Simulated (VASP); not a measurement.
# Tc (P6_3/mmc) in VASP: notebook

Tc is run at these levels: PBE; tasks: relaxation of cell and atoms.

All numbers are computed with VASP 6.6.1; they aren't measurements. Logs are shortened: lines on timing, memory, paths and dates and some standing lists are left out, and cuts for length are marked.

## Step 1: The cell of the first run

Symmetry: P6_3/mmc, No. 194, hexagonal system. Conventional cell: a = 2.740 Å, b = 2.740 Å, c = 4.398 Å, α = 90.00°, β = 90.00°, γ = 120.00°. Tc (site symmetry -6m2) has 12 Tc at 2.71 to 2.74 Å within 3.6 Å.

## Step 2: Relaxation of cell and atoms, PBE

Contents of INCAR:

```
ALGO = Fast
EDIFF = 1E-7
EDIFFG = -0.005
ENCUT = 600
GGA = PE
IBRION = 2
ISIF = 3
ISMEAR = 0
LASPH = T
LCHARG = F
LREAL = F
LWAVE = F
NELM = 60
NSW = 100
PREC = Accurate
SIGMA = 0.1
```

Contents of KPOINTS:

```
k-points
0
Gamma
  18 18 10
```

Contents of POSCAR:

```
Tc
1.0
    2.7400000000      0.0000000000      0.0000000000
   -1.3700000000      2.3729096064      0.0000000000
    0.0000000000      0.0000000000      4.3980000000
Tc
2
Direct
    0.3333333333      0.6666666667      0.2500000000
    0.6666666667      0.3333333333      0.7500000000
```

Potentials or basis: VASP PAW PBE potentials, release 64 (Tc_pv).

Command:

```console
$ cat potpaw_PBE.64/Tc_pv/POTCAR > POTCAR
$ mpirun -np 1 vasp_std > vasp.out
```

OUTCAR:

```text
EDIFF = 1E-7
   EDIFFG = -0.005
   ENCUT = 600
   GGA = PE
   IBRION = 2
   ISIF = 3
   ISMEAR = 0
   LASPH = T
   LREAL = F
   NELM = 60
   NSW = 100
   PREC = Accurate

 ion  position               nearest neighbor table
   1  0.333  0.667  0.250-   2 2.71   2 2.71   2 2.71   2 2.71   2 2.71   2 2.71
   2  0.667  0.333  0.750-   1 2.71   1 2.71   1 2.71   1 2.71   1 2.71   1 2.71

  LATTYP: Found a hexagonal cell.
 ALAT       =     2.7400000000
 C/A-ratio  =     1.6051094891

  Lattice vectors:

 A1 = (   2.7400000000,   0.0000000000,   0.0000000000)
 A2 = (  -1.3700000000,   2.3729096064,   0.0000000000)
 A3 = (   0.0000000000,   0.0000000000,   4.3980000000)

Analysis of symmetry for initial positions (statically):
=====================================================================
 Subroutine PRICEL returns:
 Original cell was already a primitive cell.

 Routine SETGRP: Setting up the symmetry group for a
 hexagonal supercell.

 Subroutine GETGRP returns: Found 24 space group operations
 (whereof 12 operations were pure point group operations)
 out of a pool of 24 trial point group operations.

The static configuration has the point symmetry D_3d.
 The point group associated with its full space group is D_6h.

Analysis of symmetry for dynamics (positions and initial velocities):
=====================================================================
 Subroutine PRICEL returns:
 Original cell was already a primitive cell.

 Routine SETGRP: Setting up the symmetry group for a
 hexagonal supercell.

 Subroutine GETGRP returns: Found 24 space group operations
 (whereof 12 operations were pure point group operations)
 out of a pool of 24 trial point group operations.

The dynamic configuration has the point symmetry D_3d.
 The point group associated with its full space group is D_6h.

 Subroutine INISYM returns: Found 24 space group operations
 (whereof 12 operations are pure point group operations),
 and found     1 'primitive' translations

----------------------------------------------------------------------------------------

                                     Primitive cell

  volume of cell :      28.5948

  direct lattice vectors                    reciprocal lattice vectors
     2.740000000  0.000000000  0.000000000     0.364963504  0.210711777  0.000000000
    -1.370000000  2.372909606  0.000000000     0.000000000  0.421423554  0.000000000
     0.000000000  0.000000000  4.398000000     0.000000000  0.000000000  0.227376080
[... 90 lines left out ...]
   ISIF   =      3    stress and relaxation
   ISYM   =      2    0-nonsym 1-usesym 2-fastsym
   POTIM  = 0.5000    time-step for ionic-motion
   TEBEG  =    0.0;   TEEND  =   0.0 temperature during run
   PSTRESS=    0.0 pullay stress
   NELECT =      26.0000    total number of electrons
   NUPDOWN=      -1.0000    fix difference up-down
   EMIN   =  10.00;   EMAX   =-10.00  energy-range for DOS
   EFERMI =   0.00;   METHOD = LEGACY
   ISMEAR =     0;   SIGMA  =   0.10  broadening in eV -4-tet -1-fermi 0-gaus
   EFERMI_NEDOS =   21; number of points for ismear=-14 and -15
   IALGO  =     68    algorithm
   IMIX   =      4    mixing-type and parameters
     AMIX     =   0.40;   BMIX     =  1.00
     AMIX_MAG =   1.60;   BMIX_MAG =  1.00
  volume/ion in A,a.u.               =      14.30        96.48
  Fermi-wavevector in a.u.,A,eV,Ry     =   1.586002  2.997108 34.224109  2.515401
  Thomas-Fermi vector in A             =   2.685380
   LORBIT       =      0    0 simple, 1 ext, 2 COOP (PROOUT), +10 PAW based schemes
   GGA     = PE    functional components
   LHFCALC =     F    Hartree Fock is set to
   AEXX    =    0.0000 exact exchange contribution
   IVDW    =     0    specifies the selected vdW correction
   LEPSILON=     F    determine dielectric tensor
   LRPA    =     F    only Hartree local field effects (RPA)
 conjugate gradient relaxation of ions
 non-spin polarized calculation
 RMM-DIIS sequential band-by-band and
 Gauss-broadening in eV      SIGMA  =   0.10
  energy-cutoff  :      600.00
  volume of cell :       28.59
 maximum number of plane-waves:       978
 NGX is ok and might be reduce to    24
   NGX = 11   NGY = 11   NGZ = 17

--------------------------------------- Ionic step        1  -------------------------------------------

 number of electron      26.0000001 magnetization

 Free energy of the ion-electron system (eV)
  ---------------------------------------------------
  ext. energy  EPLUGINS =         0.00000000
  ---------------------------------------------------
  free energy    TOTEN  =       -20.70662147 eV

  energy without entropy =      -20.69798962  energy(sigma->0) =      -20.70230555

------------------------ aborting loop because EDIFF is reached ----------------------------------------

  FORCE on cell =-STRESS in cart. coord.  units (eV):
  Direction    XX          YY          ZZ          XY          YZ          ZX
  --------------------------------------------------------------------------------------
  -------------------------------------------------------------------------------------
  Total        0.4975911      0.4975911      0.2715801     -0.0000000      0.0000000     -0.0000000
  in kB       27.8802210     27.8802210     15.2167374     -0.0000000      0.0000000     -0.0000000
  external PRESSURE =      23.6590598 kB  Pullay stress =       0.0000000 kB
[... 131 lines left out ...]
--------------------------------------- Ionic step        5  -------------------------------------------

 number of electron      26.0000001 magnetization

 Free energy of the ion-electron system (eV)
  ---------------------------------------------------
  ext. energy  EPLUGINS =         0.00000000
  ---------------------------------------------------
  free energy    TOTEN  =       -20.70851175 eV

  energy without entropy =      -20.69970945  energy(sigma->0) =      -20.70411060

 E-fermi :  12.5101     XC(G=0): -13.7560

 val. band max:       12.5074456646   @ k =   0.1667  -0.0000   0.0000
 cond. band min:      12.5263182421   @ k =   0.3333  -0.0000   0.5000
 fundamental gap:      0.0188725775
 Fermi energy:        12.5101118492

 k-point     1 :       0.0000    0.0000    0.0000
  band No.  band energies     occupation
      1     -26.9026      2.00000
      2     -25.8235      2.00000
      3     -25.8235      2.00000
      4     -25.6386      2.00000
      5     -25.6386      2.00000
      6     -25.5940      2.00000
[... 457 lines left out ...]
      4     -26.1455      2.00000
      5     -25.9164      2.00000
      6     -25.8511      2.00000
[... 9 lines left out ...]
     16      15.6360      0.00000
     17      17.4901      0.00000

 [... further k-points ...]
[... 5 lines left out ...]
  --------------------------------------------------------------------------------------
  -------------------------------------------------------------------------------------
  Total       -0.0011232     -0.0011232     -0.0006790      0.0000000      0.0000000      0.0000000
  in kB       -0.0624448     -0.0624448     -0.0377466      0.0000000      0.0000000      0.0000000
  external PRESSURE =      -0.0542121 kB  Pullay stress =       0.0000000 kB
[... 17 lines left out ...]
  FREE ENERGIE OF THE ION-ELECTRON SYSTEM (eV)
  ---------------------------------------------------
  free  energy   TOTEN  =       -20.7085117459 eV

  energy  without entropy=      -20.6997094531  energy(sigma->0) =      -20.70411060

 reached required accuracy - stopping structural energy minimisation
```

OSZICAR:

```text
N       E                     dE             d eps       ncg     rms          rms(c)
DAV:   1     0.332040859227E+03    0.33204E+03   -0.18137E+04  7548   0.181E+03
DAV:   2    -0.133394810000E+02   -0.34538E+03   -0.34209E+03  8368   0.481E+02
DAV:   3    -0.220650898077E+02   -0.87256E+01   -0.85002E+01  9120   0.863E+01
DAV:   4    -0.221569070126E+02   -0.91817E-01   -0.91427E-01  8479   0.856E+00
[... 50 lines left out ...]
DAV:   1    -0.207086209237E+02   -0.12129E-03   -0.50459E-03  7819   0.616E-01    0.635E-02
RMM:   2    -0.207085302119E+02    0.90712E-04   -0.92686E-05  7549   0.913E-02    0.260E-02
RMM:   3    -0.207085114721E+02    0.18740E-04   -0.47987E-05  7569   0.541E-02    0.463E-03
RMM:   4    -0.207085117342E+02   -0.26205E-06   -0.40038E-06  7712   0.166E-02    0.200E-03
RMM:   5    -0.207085117459E+02   -0.11722E-07   -0.81467E-07  5839   0.631E-03
   5 F= -.20708512E+02 E0= -.20704111E+02  d E =-.996616E-04
```

CONTCAR:

```text
Tc
   1.00000000000000
     2.7504316608396691    0.0000000000000000   -0.0000000000000000
    -1.3752158304198345    2.3819436896911665    0.0000000000000000
    -0.0000000000000000   -0.0000000000000000    4.3988899008539590
  Tc
     2
Direct
     0.3333333332999970    0.6666666667000030    0.2500000000000000
     0.6666666667000030    0.3333333332999970    0.7500000000000000

  0.00000000E+00  0.00000000E+00  0.00000000E+00
  0.00000000E+00  0.00000000E+00  0.00000000E+00
```

It took 2.9 min on 1 thread of Intel Xeon 6975P-C (Granite Rapids), shared host; peak memory 0.24 GiB.

What came out:

```yaml
Free_energy: -20.7085 eV
Relaxed_volume: 14.41 Å³/atom
Relaxed_cell: a = 2.750 Å, b = 2.750 Å, c = 4.399 Å, α = 90.00°, β = 90.00°, γ = 120.00°
Space_group_after_relaxing_to_0.1_Å: P6_3/mmc (No. 194)
Energy_gained_by_relaxing: 0.9 meV/atom
Ionic_steps: 5
Pressure_after_relaxing: 0.0 GPa
Band_gap_on_the_k_mesh: zero (bands 13 and 14 overlap by 3.37 eV)
```

The path:
```tsv
step	energy change (eV)	largest force (eV/Å)	pressure (GPa)	volume (Å³)
1	0.0000	0.0000	2.37	28.59
2	0.0117	0.0000	-6.45	29.48
3	-0.0018	0.0000	-0.08	28.83
4	-0.0019	0.0000	0.02	28.82
5	-0.0019	0.0000	-0.01	28.82
```

Final structure:
```
Tc
1.0
     2.75043    0.00000    0.00000
    -1.37522    2.38194    0.00000
     0.00000    0.00000    4.39889
Tc
2
Direct
  0.33333 0.66667 0.25000
  0.66667 0.33333 0.75000
```

## Step 3: Relaxation of cell and atoms, PBE

This run uses another cell than the first one, of 14.43 Å³/atom.

Contents of INCAR:

```
SYSTEM = Tc
PREC = Accurate
ENCUT = 600
EDIFF = 1E-6
ISMEAR = -1
SIGMA = 0.15
LREAL = .False.
LASPH = .True.
NELM = 60
ALGO = Fast
ISIF = 3
LWAVE = .False.
LCHARG = .False.
GGA = PE
IBRION = 2
NSW = 80
EDIFFG = -0.001
```

Contents of KPOINTS:

```
regular mesh
0
Gamma
  18 18 10
  0 0 0
```

Contents of POSCAR:

```
Tc
1.0
    2.7519370168      0.0000000000      0.0000000000
   -1.3759685084      2.3832473662      0.0000000000
    0.0000000000      0.0000000000      4.4016526844
Tc
2
Direct
    0.3333333333      0.6666666667      0.2500000000
    0.6666666667      0.3333333333      0.7500000000
```

Potentials or basis: VASP PAW PBE potentials, release 64 (Tc_pv).

Command:

```console
$ cat potpaw_PBE.64/Tc_pv/POTCAR > POTCAR
$ mpirun -np 1 vasp_std > vasp.out
```

Run time: 3.2 min. Hardware: 1 thread of Intel Xeon 6975P-C (Granite Rapids), shared host; peak memory 0.25 GiB.

Results (log left out):

```
Free energy                           : -20.7786 eV
Relaxed volume                        : 14.44 Å³/atom
Relaxed cell                          : a = 2.754 Å, b = 2.754 Å, c = 4.397 Å, α = 90.00°, β = 90.00°, γ = 120.00°
Space group after relaxing (to 0.1 Å) : P6_3/mmc (No. 194)
Energy gained by relaxing             : 0.0 meV/atom
Ionic steps                           : 13
Pressure after relaxing               : 0.0 GPa
Band gap on the k mesh                : zero (bands 13 and 14 overlap by 3.37 eV)
```

Final structure:
```xyz
2
Lattice="2.7539 0.0000 0.0000 -1.3770 2.3850 0.0000 0.0000 0.0000 4.3965" Properties=species:S:1:pos:R:3 pbc="T T T"
Tc    0.0000    1.5900    1.0991
Tc    1.3770    0.7950    3.2974
```

Levels at points of the mesh, in eV from the Fermi level:
```csv
k point,band 10,band 11,band 12,band 13,band 14,band 15,band 16,band 17
"(0.00, 0.00, 0.00)",-1.55,-1.42,-0.83,-0.83,-0.17,-0.17,1.69,2.49
"(0.50, 0.00, 0.00)",-1.91,-1.11,-0.96,-0.48,2.84,3.27,3.28,5.22
"(0.00, 0.00, 0.50)",-1.85,-1.69,-1.69,-1.69,-1.69,1.83,1.83,1.83
"(0.50, 0.00, 0.50)",-3.63,0.11,0.11,1.39,1.39,3.10,3.10,4.30
```

The gap in the log of VASP goes by the Fermi energy; the results here count the filled bands.